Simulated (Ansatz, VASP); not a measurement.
## Bi in VASP and in Ansatz

```
CELL_PARAMETERS angstrom
5.80773 0.00000 0.00000
-2.90387 5.02964 0.00000
0.00000 0.00000 3.41891
ATOMIC_POSITIONS crystal
Bi 0.00000 0.00000 0.00000
Bi 0.33333 0.66667 0.50000
Bi 0.66667 0.33333 0.50000
```

Alike in both runs: task single point; functional PBE; k mesh 7 × 7 × 11; occupations fermi-dirac, width 0.1 eV; no spin polarisation.

```csv
,VASP,Ansatz
version,VASP 6.6.1,Ansatz 0.2.0
potentials or method,"VASP PAW PBE potentials, release 64 (Bi_d), cutoff 520 eV","plane waves (420 eV) with PAW, scalar-relativistic"
valence electrons in the cell,45,45
```

```csv
,VASP,Ansatz,Ansatz less VASP
pressure (GPa),-1.7,-1.7,+0.07
"traceless stress, the component that is largest in VASP (GPa)",0.42,0.43,+0.002
```

Spin-orbit coupling is off throughout.
